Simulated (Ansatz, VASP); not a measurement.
Os in VASP and in Ansatz

File POSCAR:

```
Os
1.0
    2.7277032455      0.0000000000      0.0000000000
   -1.3638516228      2.3622603046      0.0000000000
    0.0000000000      0.0000000000      4.2972776792
Os
2
Direct
    0.3333333333      0.6666666667      0.2500000000
    0.6666666667      0.3333333333      0.7500000000
```

File INCAR.step1:

```
SYSTEM = Os
  PREC = Accurate
  ENCUT = 580
  ISMEAR = -1
  SIGMA = 0.05
  LREAL = .FALSE.
  LASPH = .TRUE.
  NELM = 120
  NBANDS = 15
  GGA = PE
  ALGO = Normal
  EDIFF = 1E-5
  LWAVE = .TRUE.
  LCHARG = .FALSE.
  GGA_COMPAT = .FALSE.
```

The input INCAR.step2:

```
SYSTEM = Os
  PREC = Accurate
  ENCUT = 580
  EDIFF = 1E-8
  ISMEAR = -1
  SIGMA = 0.05
  LREAL = .FALSE.
  LASPH = .TRUE.
  NELM = 120
  ALGO = Normal
  ISIF = 2
  LWAVE = .FALSE.
  LCHARG = .FALSE.
  METAGGA = R2SCAN
  LMIXTAU = .TRUE.
  LEFG = .TRUE.
  NBANDS = 15
  ISTART = 1
  GGA_COMPAT = .FALSE.
```

KPOINTS

```
regular mesh
0
G
  15 15 9
  0 0 0
```

Input for Ansatz:

```yaml
crystal:
  lattice:
    - [2.7277032455, 0.0, 0.0]
    - [-1.3638516228, 2.3622603046, 0.0]
    - [0.0, 0.0, 4.2972776792]
  atoms:
    - { symbol: Os, position: [0.3333333333, 0.6666666667, 0.25] }
    - { symbol: Os, position: [0.6666666667, 0.3333333333, 0.75] }
kpoints:
  mp_grid: { grid: [15, 15, 9] }
scf:
  occupations: { method: fermi_dirac, width: 0.05 }
hamiltonian:
  xc: r2scan
  pseudopotentials: { kind: paw }
output:
  forces: true
  stress: true
  eigenvalues: true
  efg: { contact_densities: true }
```

Change from the starting cell: volume scaled by 0.98, PAW files.

Alike in both runs: task electric field gradients; functional r2SCAN; k mesh 15 × 15 × 9; occupations fermi-dirac, width 0.05 eV; no spin polarisation.

```csv
,VASP,Ansatz
version,VASP 6.6.1,Ansatz 0.2.0
potentials or method,"VASP PAW PBE potentials, release 64 (Os)","PAW with Ansatz's default frozen-core files, scalar-relativistic"
plane-wave cutoff (eV),580,500
valence electrons in the cell,16,32
```

VASP gave:

* pressure (GPa): 6.6
* traceless stress, the component that is largest in VASP (GPa): 1.53
* size of Vzz on the site where it differs most (V/Å²): 84.9

Which values does Ansatz return?

Pressure (GPa): 5.3; traceless stress, the component that is largest in VASP (GPa): 1.51; size of Vzz on the site where it differs most (V/Å²): 64.3.

VASP's potentials were made for PBE, not for r2SCAN. VASP's potentials hold 16 valence electrons a cell and Ansatz's 32, so a difference there can come from the potentials and not from the codes.

Spin-orbit coupling is off throughout.
